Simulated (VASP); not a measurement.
# O (Im-3m) in VASP: further runs, part 2 of 2

VASP 6.6.1. Earlier steps stand in the parts before.

## 3. Density of states, LDA (volume scaled by 0.45)

File POSCAR:

```
O
1.0
   -0.9257161000      0.9257161000      0.9257161000
    0.9257161000     -0.9257161000      0.9257161000
    0.9257161000      0.9257161000     -0.9257161000
O
1
Direct
    0.0000000000      0.0000000000      0.0000000000
```

File INCAR.step1:

```
  ALGO = Normal
  EDIFF = 1E-7
  ENCUT = 520
  ISIF = 2
  ISMEAR = -1
  LASPH = T
  LCHARG = T
  LREAL = F
  LWAVE = F
  NBANDS = 9
  NELM = 100
  PREC = Accurate
  SIGMA = 0.1
```

File KPOINTS.step1:

```
k-points
0
Gamma
  21 21 21
```

File INCAR.step2:

```
  ALGO = Normal
  EDIFF = 1E-7
  ENCUT = 520
  ICHARG = 11
  ISIF = 2
  ISMEAR = -5
  LASPH = T
  LCHARG = F
  LORBIT = 11
  LREAL = F
  LWAVE = F
  NBANDS = 9
  NEDOS = 2001
  NELM = 100
  PREC = Accurate
  SIGMA = 0.1
```

File KPOINTS.step2:

```
k-points
0
Gamma
  32 32 32
```

Potentials or basis: VASP PAW LDA potentials, release 64 (O).

Run with:

```console
cat potpaw_LDA.64/O/POTCAR > POTCAR
cp INCAR.step1 INCAR
cp KPOINTS.step1 KPOINTS
mpirun -np 1 vasp_std > vasp.out
cp INCAR.step2 INCAR
cp KPOINTS.step2 KPOINTS
mpirun -np 1 vasp_std > vasp.out
```

OUTCAR:

```text
EDIFF = 1E-7
   ENCUT = 520
   ICHARG = 11
   ISIF = 2
   ISMEAR = -5
   LASPH = T
   LORBIT = 11
   LREAL = F
   NELM = 100
   PREC = Accurate

 ion  position               nearest neighbor table
   1  0.000  0.000  0.000-

  LATTYP: Found a body centered cubic cell.
 ALAT       =     1.8514322000

  Lattice vectors:

 A1 = (  -0.9257161000,   0.9257161000,   0.9257161000)
 A2 = (   0.9257161000,  -0.9257161000,   0.9257161000)
 A3 = (   0.9257161000,   0.9257161000,  -0.9257161000)

Analysis of symmetry for initial positions (statically):
=====================================================================
 Subroutine PRICEL returns:
 Original cell was already a primitive cell.

 Routine SETGRP: Setting up the symmetry group for a
 body centered cubic supercell.

 Subroutine GETGRP returns: Found 48 space group operations
 (whereof 48 operations were pure point group operations)
 out of a pool of 48 trial point group operations.

The static configuration has the point symmetry O_h .

Analysis of symmetry for dynamics (positions and initial velocities):
=====================================================================
 Subroutine PRICEL returns:
 Original cell was already a primitive cell.

 Routine SETGRP: Setting up the symmetry group for a
 body centered cubic supercell.

 Subroutine GETGRP returns: Found 48 space group operations
 (whereof 48 operations were pure point group operations)
 out of a pool of 48 trial point group operations.

The dynamic configuration has the point symmetry O_h .

 Subroutine INISYM returns: Found 48 space group operations
 (whereof 48 operations are pure point group operations),
 and found     1 'primitive' translations

----------------------------------------------------------------------------------------

                                     Primitive cell

  volume of cell :       3.1732

  direct lattice vectors                    reciprocal lattice vectors
[... 112 lines left out ...]
   GGA     = CA    functional components
   LHFCALC =     F    Hartree Fock is set to
   AEXX    =    0.0000 exact exchange contribution
   IVDW    =     0    specifies the selected vdW correction
   LEPSILON=     F    determine dielectric tensor
   LRPA    =     F    only Hartree local field effects (RPA)
 non-spin polarized calculation
 Fermi weights with tetrahedron method with Bloechl corrections
  energy-cutoff  :      520.00
  volume of cell :        3.17
 maximum number of plane-waves:        96

 number of electron       6.0000006 magnetization

 Free energy of the ion-electron system (eV)
  ---------------------------------------------------
  ext. energy  EPLUGINS =         0.00000000
  ---------------------------------------------------
  free energy    TOTEN  =         2.17294277 eV

  energy without entropy =        2.17294277  energy(sigma->0) =        2.17294277

 E-fermi :  20.1537     XC(G=0): -18.3425

 val. band max:       20.1726320042   @ k =  -0.2813   0.3438   0.0312
 cond. band min:      20.0764379622   @ k =  -0.2500   0.2500   0.2188
 fundamental gap:     -0.0961940420
 Fermi energy:        20.1536666017

 k-point     1 :       0.0000    0.0000    0.0000
  band No.  band energies     occupation
      1     -18.3040      2.00000
      2      25.9039      0.00000
      3      25.9039      0.00000
      4      25.9039      0.00000
      5      67.5253      0.00000
      6      70.9063      0.00000
      7      70.9063      0.00000
      8      70.9063      0.00000
      9      77.4363      0.00000
[... 265 lines left out ...]
 k-point    24 :       0.2188    0.0313    0.0000
  band No.  band energies     occupation
      1     -14.2915      2.00000
      2      17.8199      2.00729
      3      22.4710      0.00000
      4      25.0313      0.00000
      5      55.3901      0.00000
      6      59.4242      0.00000
      7      67.9194      0.00000
      8      72.0807      0.00000
      9      79.9671      0.00000

 [... further k-points ...]

------------------------ aborting loop because EDIFF is reached ----------------------------------------

  FORCE on cell =-STRESS in cart. coord.  units (eV):
  Direction    XX          YY          ZZ          XY          YZ          ZX
  --------------------------------------------------------------------------------------
  -------------------------------------------------------------------------------------
  Total       17.5695532     17.5695532     17.5695532      0.0000000      0.0000000      0.0000000
  in kB     8871.1078153   8871.1078153   8871.1078153      0.0000000      0.0000000      0.0000000
  external PRESSURE =    8871.1078153 kB  Pullay stress =       0.0000000 kB

 VOLUME and BASIS-vectors are now :
 -----------------------------------------------------------------------------
  energy-cutoff  :      520.00
  volume of cell :        3.17
      direct lattice vectors                 reciprocal lattice vectors
    -0.925716100  0.925716100  0.925716100     0.000000000  0.540122398  0.540122398
     0.925716100 -0.925716100  0.925716100     0.540122398  0.000000000  0.540122398
     0.925716100  0.925716100 -0.925716100     0.540122398  0.540122398  0.000000000

 POSITION                                       TOTAL-FORCE (eV/Angst)
 -----------------------------------------------------------------------------------
      0.00000      0.00000      0.00000         0.000000      0.000000     -0.000000
 -----------------------------------------------------------------------------------
    total drift:                               -0.000000     -0.000000      0.000000

  FREE ENERGIE OF THE ION-ELECTRON SYSTEM (eV)
  ---------------------------------------------------
  free  energy   TOTEN  =         2.1729427688 eV

  energy  without entropy=        2.1729427688  energy(sigma->0) =        2.17294277

 total charge

# of ion       s       p       d       tot
------------------------------------------
    1        1.753   3.396   0.000   5.149
```

OUTCAR.step1:

```text
EDIFF = 1E-7
   ENCUT = 520
   ISIF = 2
   ISMEAR = -1
   LASPH = T
   LREAL = F
[... 501 lines left out ...]

 POSITION                                       TOTAL-FORCE (eV/Angst)
 -----------------------------------------------------------------------------------
      0.00000      0.00000      0.00000         0.000000      0.000000      0.000000
 -----------------------------------------------------------------------------------
    total drift:                               -0.000000      0.000000      0.000000

  FREE ENERGIE OF THE ION-ELECTRON SYSTEM (eV)
  ---------------------------------------------------
  free  energy   TOTEN  =         2.1681199742 eV

  energy  without entropy=        2.1776284299  energy(sigma->0) =        2.17287420
```

It took 25 s on 1 thread of AMD EPYC 9R45 (Zen 5), shared host; peak memory 0.15 GiB.

What came out:

```
Valence electrons inside the program's atomic spheres : O 5.15
```

Caveat: the cell differs from its parent crystal (volume scaled by 0.45); tetrahedron occupations give inexact forces and stress in metals.

## 4. Density of states, LDA (volume scaled by 0.76)

File POSCAR:

```
O
1.0
   -1.1024143130      1.1024143130      1.1024143130
    1.1024143130     -1.1024143130      1.1024143130
    1.1024143130      1.1024143130     -1.1024143130
O
1
Direct
    0.0000000000      0.0000000000      0.0000000000
```

File INCAR.step1:

```
ALGO     = Normal         # electronic algorithm
EDIFF    = 1E-7           # SCF threshold, eV
ENCUT    = 520            # plane-wave cutoff, eV
ISIF     = 2              # what is computed and relaxed
ISMEAR   = -1             # smearing method
LASPH    = T              # aspherical terms in the spheres
LCHARG   = T              # write CHGCAR
LREAL    = F              # projectors in reciprocal space
LWAVE    = F              # write WAVECAR
NBANDS   = 9              # bands
NELM     = 80             # most SCF steps
PREC     = Accurate       # precision mode
SIGMA    = 0.1            # smearing width, eV
```

KPOINTS.step1 is that of step 3.

File INCAR.step2:

```
ALGO     = Normal         # electronic algorithm
EDIFF    = 1E-7           # SCF threshold, eV
ENCUT    = 520            # plane-wave cutoff, eV
ICHARG   = 11             # starting density
ISIF     = 2              # what is computed and relaxed
ISMEAR   = -5             # smearing method
LASPH    = T              # aspherical terms in the spheres
LCHARG   = F              # write CHGCAR
LORBIT   = 11             # projections on sites
LREAL    = F              # projectors in reciprocal space
LWAVE    = F              # write WAVECAR
NBANDS   = 9              # bands
NEDOS    = 1001           # points of the DOS
NELM     = 80             # most SCF steps
PREC     = Accurate       # precision mode
SIGMA    = 0.1            # smearing width, eV
```

KPOINTS.step2 is that of step 3.

Run with:

```console
cat potpaw_LDA.64/O/POTCAR > POTCAR
cp INCAR.step1 INCAR
cp KPOINTS.step1 KPOINTS
mpirun -np 1 vasp_std > vasp.out
cp INCAR.step2 INCAR
cp KPOINTS.step2 KPOINTS
mpirun -np 1 vasp_std > vasp.out
```

Run time: 28 s. Hardware: 1 thread of AMD EPYC 9R45 (Zen 5), shared host; peak memory 0.17 GiB.

It converged, with:

- Valence electrons inside the program's atomic spheres: O 4.70

Levels at points of the mesh, in eV from the Fermi level:
```
           k point  band 1  band 2  band 3  band 4  band 5  band 6  band 7  band 8
(0.00, 0.00, 0.00)  -26.49    3.10    3.10    3.10   27.26   41.48   41.48   41.48
(0.50, 0.00, 0.00)  -17.76  -11.08   -0.30    2.37   22.88   29.51   33.34   43.86
(0.50, 0.50, 0.50)  -12.27   -4.94   -4.94   -4.94   16.91   16.91   45.12   45.12
```

Caveat: the cell differs from its parent crystal (volume scaled by 0.76); tetrahedron occupations give inexact forces and stress in metals.

## 5. Density of states, LDA

This run uses another cell than the first one, of 7.05 Å³/atom, 2.222 times its volume.

File POSCAR:

```
O
1.0
   -1.2080186682      1.2080186682      1.2080186682
    1.2080186682     -1.2080186682      1.2080186682
    1.2080186682      1.2080186682     -1.2080186682
O
1
Direct
    0.0000000000      0.0000000000      0.0000000000
```

File INCAR.step1:

```
PREC = Accurate
ENCUT = 520
EDIFF = 1E-6
ISMEAR = -1
SIGMA = 0.1
LREAL = F
LASPH = T
NELM = 80
ALGO = Normal
ISIF = 2
LWAVE = F
LCHARG = T
NBANDS = 9
```

File KPOINTS.step1:

```
regular mesh
0
Gamma
  21 21 21
```

File INCAR.step2:

```
PREC = Accurate
ENCUT = 520
EDIFF = 1E-6
ISMEAR = -5
SIGMA = 0.1
LREAL = F
LASPH = T
NELM = 80
ALGO = Normal
ISIF = 2
LWAVE = F
LCHARG = F
LORBIT = 10
NBANDS = 9
NEDOS = 1001
ICHARG = 11
```

File KPOINTS.step2:

```
regular mesh
0
Gamma
  32 32 32
```

Run with:

```console
cat potpaw_LDA.64/O/POTCAR > POTCAR
cp INCAR.step1 INCAR
cp KPOINTS.step1 KPOINTS
mpirun -np 1 vasp_std > vasp.out
cp INCAR.step2 INCAR
cp KPOINTS.step2 KPOINTS
mpirun -np 1 vasp_std > vasp.out
```

It took 32 s on 1 thread of AMD EPYC 9R45 (Zen 5), shared host; peak memory 0.18 GiB.

The run converged. Its results:

| Property | Result |
| --- | --- |
| Valence electrons inside the program's atomic spheres | O 4.58 |

Levels at points of the mesh, in eV from the Fermi level:
| k point | band 1 | band 2 | band 3 | band 4 | band 5 | band 6 |
| --- | --- | --- | --- | --- | --- | --- |
| (0.00, 0.00, 0.00) | -22.39 | 2.15 | 2.15 | 2.15 | 20.50 | 37.38 |
| (0.50, 0.00, 0.00) | -16.64 | -7.85 | -0.20 | 1.70 | 20.39 | 27.47 |
| (0.50, 0.50, 0.50) | -13.30 | -3.46 | -3.46 | -3.46 | 17.02 | 17.02 |

Caveat: tetrahedron occupations give inexact forces and stress in metals.
